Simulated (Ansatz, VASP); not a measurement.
# BP: VASP beside Ansatz

Contents of INCAR:

```
SYSTEM = BP
PREC     = Accurate       ! precision mode
ENCUT    = 500            ! plane-wave cutoff, eV
EDIFF    = 1E-6           ! SCF threshold, eV
ISMEAR   = -1             ! smearing method
SIGMA    = 0.08           ! smearing width, eV
LREAL    = .FALSE.        ! projectors in reciprocal space
LASPH    = .TRUE.         ! aspherical terms in the spheres
NELM     = 120            ! most SCF steps
ALGO     = Normal         ! electronic algorithm
ISIF     = 2              ! what is computed and relaxed
LWAVE    = .FALSE.        ! write WAVECAR
LCHARG   = .FALSE.        ! write CHGCAR
GGA      = CA             ! functional
NBANDS   = 11             ! bands
GGA_COMPAT= .FALSE.
```

File KPOINTS:

```
regular mesh
0
G
  15 15 15
  0 0 0
```

The input POSCAR:

```
BP
1.0
    0.0000000000      1.9347179337      1.9347179337
    1.9347179337      0.0000000000      1.9347179337
    1.9347179337      1.9347179337      0.0000000000
B P
1 1
Direct
    0.0000000000      0.0000000000      0.0000000000
    0.2500000000      0.2500000000      0.2500000000
```

Input for Ansatz:

```yaml
crystal:
  lattice:
    - [0.0, 1.9347179337, 1.9347179337]
    - [1.9347179337, 0.0, 1.9347179337]
    - [1.9347179337, 1.9347179337, 0.0]
  atoms:
    - { symbol: B, position: [0.0, 0.0, 0.0] }
    - { symbol: P, position: [0.25, 0.25, 0.25] }
kpoints:
  mp_grid: { grid: [15, 15, 15] }
scf:
  occupations: { method: fermi_dirac, width: 0.08 }
hamiltonian:
  xc: lda
  pseudopotentials: { kind: all_electron, lapw: { basis_error: 0.001 } }
output:
  forces: true
  stress: true
  eigenvalues: true
  populations: true
```

Change from the starting cell: volume scaled by 0.64, LAPW.

Alike in both runs: task single point; functional LDA; k mesh 15 × 15 × 15; occupations fermi-dirac, width 0.08 eV; no spin polarisation.

```csv
,VASP,Ansatz
version,VASP 6.6.1,Ansatz 0.2.0
potentials or method,"VASP PAW LDA potentials, release 64 (B, P), cutoff 500 eV","all-electron LAPW, scalar-relativistic"
```

```csv
,VASP,Ansatz,Ansatz less VASP
pressure (GPa),175.3,176.0,+0.67
```

LDA's correlation is that of Perdew and Zunger in VASP and of Perdew and Wang (1992) in Ansatz. Both programs put the cell under a high pressure, so it lies far from rest at this level. Ansatz ran all-electron here, and VASP with PAW potentials.

Noted on VASP's run: the cell as given lies far from equilibrium.
